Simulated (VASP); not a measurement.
# LiH (Cmmm) in VASP: settings compared

Aim: see how the results for LiH move with the level of theory and the settings. Levels: PBE, r2SCAN. Tasks: single point.

Everything below comes from runs of VASP 6.6.1. Logs are shortened: lines on timing, memory, paths and dates and some standing lists are left out, and cuts for length are marked.

## (1) The cell of the first run

It takes space group Cmmm (No. 65, orthorhombic). Conventional cell: a = 3.437 Å, b = 3.639 Å, c = 2.502 Å, α = 90.00°, β = 90.00°, γ = 90.00°. Li (site symmetry mmm) has 8 H at 2.13 to 2.21 Å and 6 Li at 2.50 Å within 2.8 Å. Within 2.8 Å of H (site symmetry mmm) lie 8 Li at 2.13 to 2.21 Å and 6 H at 2.50 Å.

## (2) Single point, PBE (shear xy strain +5.7%)

INCAR reads:

```
PREC     = Accurate       # precision mode
ENCUT    = 520            # plane-wave cutoff, eV
EDIFF    = 1E-6           # SCF threshold, eV
ISMEAR   = -1             # smearing method
SIGMA    = 0.02           # smearing width, eV
LREAL    = F              # projectors in reciprocal space
LASPH    = T              # aspherical terms in the spheres
NELM     = 60             # most SCF steps
ALGO     = Normal         # electronic algorithm
ISIF     = 2              # what is computed and relaxed
LWAVE    = F              # write WAVECAR
LCHARG   = T              # write CHGCAR
GGA      = PE             # functional
LELF     = T              # ELF
LVHAR    = T            
NBANDS   = 9              # bands
```

KPOINTS reads:

```
Automatic mesh
0
Gamma
  10 10 10
```

POSCAR reads:

```
LiH
1.0
    2.5016587118      0.0716725221      0.0000000000
    0.0716725221      2.5016587118      0.0000000000
    0.0000000000      0.0000000000      2.5016587118
Li H
1 1
Direct
    0.0000000000      0.0000000000      0.0000000000
    0.5000000000      0.5000000000      0.5000000000
```

Potentials or basis: VASP PAW PBE potentials, release 64 (Li_sv, H).

Run with:

```console
$ cat potpaw_PBE.64/Li_sv/POTCAR potpaw_PBE.64/H/POTCAR > POTCAR
$ mpirun -np 1 vasp_std > vasp.out
```

OUTCAR:

```text
PREC = Accurate
   ENCUT = 520
   EDIFF = 1E-6
   ISMEAR = -1
   LREAL = F
   LASPH = T
   NELM = 60
   ISIF = 2
   GGA = PE

 ion  position               nearest neighbor table
   1  0.000  0.000  0.000-
   2  0.500  0.500  0.500-

  LATTYP: Found a base centered orthorhombic cell.
 ALAT       =     3.4365194259
 B/A-ratio  =     1.0589900654
 C/A-ratio  =     0.7279629188

  Lattice vectors:

 A1 = (  -0.0716725221,  -2.5016587118,   0.0000000000)
 A2 = (   2.5016587118,   0.0716725221,   0.0000000000)
 A3 = (   0.0000000000,   0.0000000000,   2.5016587118)

Analysis of symmetry for initial positions (statically):
=====================================================================
 Subroutine PRICEL returns:
 Original cell was already a primitive cell.

 Routine SETGRP: Setting up the symmetry group for a
 base centered orthorhombic supercell.

 Subroutine GETGRP returns: Found  8 space group operations
 (whereof  8 operations were pure point group operations)
 out of a pool of  8 trial point group operations.

The static configuration has the point symmetry D_2h.

Analysis of symmetry for dynamics (positions and initial velocities):
=====================================================================
 Subroutine PRICEL returns:
 Original cell was already a primitive cell.

 Routine SETGRP: Setting up the symmetry group for a
 base centered orthorhombic supercell.

 Subroutine GETGRP returns: Found  8 space group operations
 (whereof  8 operations were pure point group operations)
 out of a pool of  8 trial point group operations.

The dynamic configuration has the point symmetry D_2h.

 Subroutine INISYM returns: Found  8 space group operations
 (whereof  8 operations are pure point group operations),
 and found     1 'primitive' translations

----------------------------------------------------------------------------------------

                                     Primitive cell

  volume of cell :      15.6433

  direct lattice vectors                    reciprocal lattice vectors
     2.501658712  0.071672522  0.000000000     0.400063163 -0.011461810  0.000000000
     0.071672522  2.501658712  0.000000000    -0.011461810  0.400063163  0.000000000
     0.000000000  0.000000000  2.501658712     0.000000000  0.000000000  0.399734782

  length of vectors
     2.502685210  2.502685210  2.501658712     0.400227320  0.400227320  0.399734782

  position of ions in fractional coordinates (direct lattice)
     0.000000000  0.000000000  0.000000000
     0.500000000  0.500000000  0.500000000

  ion indices of the primitive-cell ions
   primitive index   ion index
                 1           1
                 2           2

----------------------------------------------------------------------------------------

 KPOINTS: Automatic mesh

Automatic generation of k-mesh.
 Grid dimensions read from file:
 generate k-points for:   10   10   10

 Generating k-lattice:

  Cartesian coordinates                     Fractional coordinates (reciprocal lattice)
     0.040006316 -0.001146181  0.000000000     0.100000000  0.000000000  0.000000000
    -0.001146181  0.040006316  0.000000000     0.000000000  0.100000000  0.000000000
     0.000000000  0.000000000  0.039973478     0.000000000  0.000000000  0.100000000

  Length of vectors
     0.040022732  0.040022732  0.039973478

  Shift w.r.t. Gamma in fractional coordinates (k-lattice)
     0.000000000  0.000000000  0.000000000

 Subroutine IBZKPT returns following result:
 ===========================================

 Found    186 irreducible k-points:

 Following reciprocal coordinates:
            Coordinates               Weight
  0.000000  0.000000  0.000000      1.000000
  0.100000 -0.000000  0.000000      4.000000
  0.200000 -0.000000  0.000000      4.000000
  0.300000  0.000000  0.000000      4.000000
  0.400000 -0.000000  0.000000      4.000000
  0.500000 -0.000000  0.000000      2.000000
[... 16 lines left out ...]
  0.300000  0.300000  0.000000      2.000000
  0.400000  0.300000  0.000000      4.000000
 [... further k-points ...]
   k-points           NKPTS =    186   k-points in BZ     NKDIM =    186   number of bands    NBANDS=      9
   number of dos      NEDOS =    301   number of ions     NIONS =      2
   total plane-waves  NPLWV =   8000
   dimension x,y,z NGX =    20 NGY =   20 NGZ =   20
   dimension x,y,z NGXF=    40 NGYF=   40 NGZF=   40
   ions per type =               1   1
   NGX,Y,Z   is equivalent  to a cutoff of  13.29, 13.29, 13.29 a.u.
   NGXF,Y,Z  is equivalent  to a cutoff of  26.57, 26.57, 26.58 a.u.
 SYSTEM =  unknown system
   PREC   = accura    normal or accurate (medium, high low for compatibility)
   ISTART =      0    job   : 0-new  1-cont  2-samecut
   ICHARG =      2    charge: 1-file 2-atom 10-const
   ISPIN  =      1    spin polarized calculation?
   LNONCOLLINEAR =      F non collinear calculations
   LSORBIT =      F    spin-orbit coupling
   LASPH  =      T    aspherical Exc in radial PAW
   ENCUT  =  520.0 eV  38.22 Ry    6.18 a.u.   4.65  4.65  4.65*2*pi/ulx,y,z
   NELM   =     60;   NELMIN=  2; NELMDL= -5     # of ELM steps
   EDIFF  = 0.1E-05   stopping-criterion for ELM
   LREAL  =      F    real-space projection
   EDIFFG = 0.1E-04   stopping-criterion for IOM
   NSW    =      0    number of steps for IOM
   IBRION =     -1    ionic relax: 0-MD 1-quasi-New 2-CG
   NFREE  =      0    steps in history (QN), initial steepest desc. (CG)
   ISIF   =      2    stress and relaxation
   ISYM   =      2    0-nonsym 1-usesym 2-fastsym
   POTIM  = 0.5000    time-step for ionic-motion
   TEBEG  =    0.0;   TEEND  =   0.0 temperature during run
   PSTRESS=    0.0 pullay stress
   NELECT =       4.0000    total number of electrons
   NUPDOWN=      -1.0000    fix difference up-down
   EMIN   =  10.00;   EMAX   =-10.00  energy-range for DOS
   EFERMI =   0.00;   METHOD = LEGACY
   ISMEAR =    -1;   SIGMA  =   0.02  broadening in eV -4-tet -1-fermi 0-gaus
   EFERMI_NEDOS =   21; number of points for ismear=-14 and -15
   IALGO  =     38    algorithm
   IMIX   =      4    mixing-type and parameters
     AMIX     =   0.40;   BMIX     =  1.00
     AMIX_MAG =   1.60;   BMIX_MAG =  1.00
  volume/ion in A,a.u.               =       7.82        52.78
  Fermi-wavevector in a.u.,A,eV,Ry     =   1.039088  1.963592 14.690262  1.079704
  Thomas-Fermi vector in A             =   2.173602
   LORBIT       =      0    0 simple, 1 ext, 2 COOP (PROOUT), +10 PAW based schemes
   GGA     = PE    functional components
   LHFCALC =     F    Hartree Fock is set to
   AEXX    =    0.0000 exact exchange contribution
   IVDW    =     0    specifies the selected vdW correction
   LEPSILON=     F    determine dielectric tensor
   LRPA    =     F    only Hartree local field effects (RPA)
 non-spin polarized calculation
  energy-cutoff  :      520.00
  volume of cell :       15.64
 maximum number of plane-waves:       441
   NGX =  9   NGY =  9   NGZ =  9

 number of electron       4.0000013 magnetization

 Free energy of the ion-electron system (eV)
  ---------------------------------------------------
  ext. energy  EPLUGINS =         0.00000000
  ---------------------------------------------------
  free energy    TOTEN  =        -5.66299322 eV

  energy without entropy =       -5.66299322  energy(sigma->0) =       -5.66299322

 E-fermi :   3.8806     XC(G=0):  -8.6609

 val. band max:        3.4868761564   @ k =   0.5000   0.5000   0.5000
 cond. band min:       4.2854186407   @ k =   0.0000   0.0000   0.5000
 fundamental gap:      0.7985424843
 Fermi energy:         3.8806437606

 k-point     1 :       0.0000    0.0000    0.0000
  band No.  band energies     occupation
      1     -44.5597      2.00000
      2      -5.2837      2.00000
      3      15.3550      0.00000
      4      15.5146      0.00000
      5      15.7808      0.00000
      6      16.1171      0.00000
      7      18.6752      0.00000
      8      18.7244      0.00000
      9      33.9876      0.00000

 k-point     2 :       0.1000   -0.0000    0.0000
  band No.  band energies     occupation
      1     -44.5546      2.00000
      2      -5.1322      2.00000
      3      12.8092      0.00000
      4      15.7406      0.00000
      5      15.7641      0.00000
      6      16.2556      0.00000
      7      18.9382      0.00000
      8      21.6863      0.00000
      9      32.7697      0.00000

 k-point     3 :       0.2000   -0.0000    0.0000
  band No.  band energies     occupation
      1     -44.5412      2.00000
      2      -4.6955      2.00000
      3       9.6098      0.00000
      4      15.7870      0.00000
      5      16.4119      0.00000
      6      16.5211      0.00000
      7      19.6882      0.00000
      8      26.1963      0.00000
      9      30.0045      0.00000

 k-point     4 :       0.3000    0.0000    0.0000
  band No.  band energies     occupation
      1     -44.5246      2.00000
      2      -4.0433      2.00000
      3       6.9316      0.00000
      4      15.3747      0.00000
      5      17.4999      0.00000
      6      17.5332      0.00000
      7      20.9233      0.00000
      8      26.9331      0.00000
      9      27.4630      0.00000
[... 205 lines left out ...]
 k-point    22 :      -0.2000    0.2000    0.0000
  band No.  band energies     occupation
      1     -44.5229      2.00000
      2      -4.0119      2.00000
      3       9.0700      0.00000
      4      10.6705      0.00000
      5      16.7962      0.00000
      6      17.4015      0.00000
      7      25.0588      0.00000
      8      28.3099      0.00000
      9      29.0116      0.00000

 k-point    23 :       0.3000    0.3000    0.0000
  band No.  band energies     occupation
      1     -44.4926      2.00000
      2      -2.6057      2.00000
      3       7.4539      0.00000
      4       8.9729      0.00000
      5      14.8135      0.00000
      6      19.2089      0.00000
      7      22.5559      0.00000
      8      28.6721      0.00000
      9      30.1881      0.00000

 k-point    24 :       0.4000    0.3000    0.0000
  band No.  band energies     occupation
      1     -44.4799      2.00000
      2      -1.7060      2.00000
      3       5.8414      0.00000
      4       8.7084      0.00000
      5      14.2301      0.00000
      6      20.4767      0.00000
      7      22.3863      0.00000
      8      27.0348      0.00000
      9      29.5545      0.00000

 [... further k-points ...]
[... 5 lines left out ...]
  --------------------------------------------------------------------------------------
  -------------------------------------------------------------------------------------
  Total        0.0159975      0.0159975      0.0090163      0.1154362      0.0000000      0.0000000
  in kB        1.6384567      1.6384567      0.9234435     11.8229305      0.0000000      0.0000000
  external PRESSURE =       1.4001190 kB  Pullay stress =       0.0000000 kB

 VOLUME and BASIS-vectors are now :
 -----------------------------------------------------------------------------
  energy-cutoff  :      520.00
  volume of cell :       15.64
      direct lattice vectors                 reciprocal lattice vectors
     2.501658712  0.071672522  0.000000000     0.400063163 -0.011461810  0.000000000
     0.071672522  2.501658712  0.000000000    -0.011461810  0.400063163  0.000000000
     0.000000000  0.000000000  2.501658712     0.000000000  0.000000000  0.399734782

 POSITION                                       TOTAL-FORCE (eV/Angst)
 -----------------------------------------------------------------------------------
      0.00000      0.00000      0.00000         0.000000      0.000000      0.000000
      1.28667      1.28667      1.25083        -0.000000      0.000000      0.000000
 -----------------------------------------------------------------------------------
    total drift:                                0.000000      0.000000      0.000000

  FREE ENERGIE OF THE ION-ELECTRON SYSTEM (eV)
  ---------------------------------------------------
  free  energy   TOTEN  =        -5.6629932162 eV

  energy  without entropy=       -5.6629932162  energy(sigma->0) =       -5.66299322
```

Run time: 10 s. Hardware: 1 thread of Intel Xeon 6975P-C (Granite Rapids), shared host; peak memory 0.13 GiB.

What came out:

```yaml
Free_energy: -5.6630 eV
Band_gap_on_the_k_mesh: 0.80 eV, indirect (least direct gap 3.71 eV)
```

Caveat: the cell differs from its parent crystal (shear xy strain +5.7%); the cutoff is under 1.25 times the usual one of these potentials, so pressure, stress and relaxed cells hold a basis-set (Pulay) error. A k mesh can miss the band edges.

## (3) Single point, r2SCAN (shear xy strain +5.7%)

POSCAR is that of step 2.

INCAR.step1 reads:

```
  PREC = Accurate
  ENCUT = 520
  ISMEAR = 0
  SIGMA = 0.01
  LREAL = F
  LASPH = T
  NELM = 100
  NBANDS = 9
  GGA = PE
  ALGO = Normal
  EDIFF = 1E-4
  LWAVE = T
  LCHARG = F
```

INCAR.step2 reads:

```
  PREC = Accurate
  ENCUT = 520
  EDIFF = 1E-6
  ISMEAR = 0
  SIGMA = 0.01
  LREAL = F
  LASPH = T
  NELM = 100
  ALGO = Normal
  ISIF = 2
  LWAVE = F
  LCHARG = F
  METAGGA = R2SCAN
  LMIXTAU = T
  NBANDS = 9
  ISTART = 1
```

KPOINTS is that of step 2.

Potentials or basis: VASP PAW PBE potentials, release 64 (Li_sv, H).

Run with:

```console
$ cat potpaw_PBE.64/Li_sv/POTCAR potpaw_PBE.64/H/POTCAR > POTCAR
$ cp INCAR.step1 INCAR
$ mpirun -np 1 vasp_std > vasp.out
$ cp INCAR.step2 INCAR
$ mpirun -np 1 vasp_std > vasp.out
```

Run time: 51 s. Hardware: 1 thread of Intel Xeon 6975P-C (Granite Rapids), shared host; peak memory 0.14 GiB.

It converged, with:

| Property | Result |
| --- | --- |
| Free energy | -6.3427 eV |
| Band gap on the k mesh | 1.37 eV, indirect (least direct gap 4.36 eV) |

Levels at points of the mesh, in eV from the valence-band top:
```
           k point  band 1  band 2  band 3  band 4  band 5
(0.00, 0.00, 0.00)  -49.72   -9.06   12.92   13.09   13.39
(0.50, 0.00, 0.00)  -49.67   -6.79    1.37   12.70   18.05
(0.50, 0.50, 0.00)  -49.62   -2.83    1.54    2.69   10.59
(0.00, 0.00, 0.50)  -49.67   -6.80    1.37   12.83   17.92
(0.50, 0.00, 0.50)  -49.62   -2.80    2.09    2.09   10.54
(0.50, 0.50, 0.50)  -49.58    0.00    7.03    7.67    8.17
```

Caveat: the cell differs from its parent crystal (shear xy strain +5.7%); the cutoff is under 1.25 times the usual one of these potentials, so pressure, stress and relaxed cells hold a basis-set (Pulay) error; the PAW data sets were made with another functional, which shifts forces and pressure a little.
